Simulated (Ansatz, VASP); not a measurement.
**One calculation of MgI2, two programs**

```
I Mg
1.0
     4.14000    0.00000    0.00000
    -2.07000    3.58535    0.00000
     0.00000    0.00000    6.88000
I Mg
2 1
Direct
  0.67456 0.33874 0.75551
  0.32841 0.65899 0.24284
  0.00027 0.99399 0.99518
```

Change from the starting cell: atoms moved at random, drawn with an rms of 0.05 Å.

Alike in both runs: task single point; functional PBE; k mesh 8 × 8 × 4; occupations fermi-dirac, width 0.05 eV; no spin polarisation.

|  | VASP | Ansatz |
| --- | --- | --- |
| version | VASP 6.6.1 | Ansatz 0.2.0 |
| potentials or method | VASP PAW PBE potentials, release 64 (I, Mg), cutoff 520 eV | all-electron LAPW, scalar-relativistic |

|  | VASP | Ansatz | Ansatz less VASP |
| --- | --- | --- | --- |
| gap on the k mesh at the Fermi level (eV) | 3.51 | 3.52 | +0.015 |
| least direct gap on the mesh (eV) | 3.71 | 3.73 | +0.013 |
| pressure (GPa) | 1.2 | 1.3 | +0.06 |
| traceless stress, the component that is largest in VASP (GPa) | 0.22 | 0.22 | +0.001 |
| rms of the force components (eV/Å) | 0.074 | 0.074 | -0.0001 |

Atom by atom the forces differ by 0.004 eV/Å (rms over components). Ansatz ran all-electron here, and VASP with PAW potentials.

Spin-orbit coupling is off throughout.
